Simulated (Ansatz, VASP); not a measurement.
LiCl: VASP beside Ansatz

```xyz
10
Lattice="3.8615 0.0000 0.0000 -1.9307 3.3441 0.0000 0.0000 0.0000 15.6039" Properties=species:S:1:pos:R:3 pbc="T T T"
Li    0.0000    0.0000    0.0028
Li    0.0000    2.2294    3.1109
Li    0.0000    0.0000    6.2199
Li    1.9307    1.1147    9.3496
Li    0.0000    2.2294   12.4782
Cl    0.0000    0.0000    2.3565
Cl    0.0000    2.2294    5.4657
Cl    0.0000    0.0000    8.5830
Cl    1.9307    1.1147   11.7116
Cl    0.0000    2.2294   14.8401
```

Alike in both runs: functional PBEsol; k mesh 9 × 9 × 2; occupations gaussian, width 0.02 eV; no spin polarisation.

Ansatz relaxed the structure, and its values are those at the end. VASP's run is a single point on that final structure, the one shown.

|  | VASP | Ansatz |
| --- | --- | --- |
| version | VASP 6.6.1 | Ansatz 0.2.0 |
| potentials or method | VASP PAW PBE potentials, release 64 (Li_sv, Cl), cutoff 520 eV | scalar-relativistic, plane waves, PAW |
| valence electrons in the cell | 50 | 50 |

|  | VASP | Ansatz | Ansatz less VASP |
| --- | --- | --- | --- |
| gap on the k mesh at the Fermi level (eV) | 5.87 | 5.86 | -0.003 |
| least direct gap on the mesh (eV) | 5.87 | 5.86 | -0.003 |

VASP's potentials were made for PBE, not for PBEsol. The functional is the same, so the differences come from potentials, cutoffs and numerics.

Noted on VASP's run: the cutoff is short for stress, so the pressure is rough.
